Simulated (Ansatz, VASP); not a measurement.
One calculation of BP, two programs

File INCAR:

```
PREC = Accurate ; ENCUT = 520
EDIFF = 1E-6 ; ISMEAR = 0
SIGMA = 0.05 ; LREAL = False
LASPH = True ; NELM = 100
ALGO = Normal ; ISIF = 2
LWAVE = False ; LCHARG = True
GGA = PE ; LELF = True
LVHAR = True ; NBANDS = 11
```

KPOINTS

```
regular mesh
0
Gamma
  12 12 12
```

The input POSCAR:

```
BP
1.0
    0.0000000000      2.3564751600      2.2636648991
    2.2636648991      0.0000000000      2.2636648991
    2.2636648991      2.3564751600      0.0000000000
B P
1 1
Direct
    0.0000000000      0.0000000000      0.0000000000
    0.7500000000      0.7500000000      0.7500000000
```

Input for Ansatz:

```yaml
crystal:
  lattice:
    - [0.0, 2.35647516, 2.2636648991]
    - [2.2636648991, 0.0, 2.2636648991]
    - [2.2636648991, 2.35647516, 0.0]
  atoms:
    - { symbol: B, position: [0.0, 0.0, 0.0] }
    - { symbol: P, position: [0.75, 0.75, 0.75] }
basis:
  ecutwfc: 520.0
kpoints:
  mp_grid: { grid: [12, 12, 12] }
hamiltonian:
  xc: pbe
scf:
  occupations: { method: gaussian, width: 0.05 }
output:
  forces: true
  stress: true
  eigenvalues: true
```

Alike in both runs: task single point; functional PBE; k mesh 12 × 12 × 12; occupations gaussian, width 0.05 eV; no spin polarisation.

```csv
,VASP,Ansatz
version,VASP 6.6.1,Ansatz 0.2.0
potentials or method,"VASP PAW PBE potentials, release 64 (B, P), cutoff 520 eV","scalar-relativistic, plane waves, PAW"
valence electrons in the cell,8,8
```

|  | VASP | Ansatz | Ansatz less VASP |
| --- | --- | --- | --- |
| gap on the k mesh at the Fermi level (eV) | 0.98 | 0.99 | +0.004 |
| least direct gap on the mesh (eV) | 3.15 | 3.16 | +0.003 |
| pressure (GPa) | -4.3 | -4.1 | +0.20 |
| traceless stress, the component that is largest in VASP (GPa) | -7.35 | -7.34 | +0.010 |
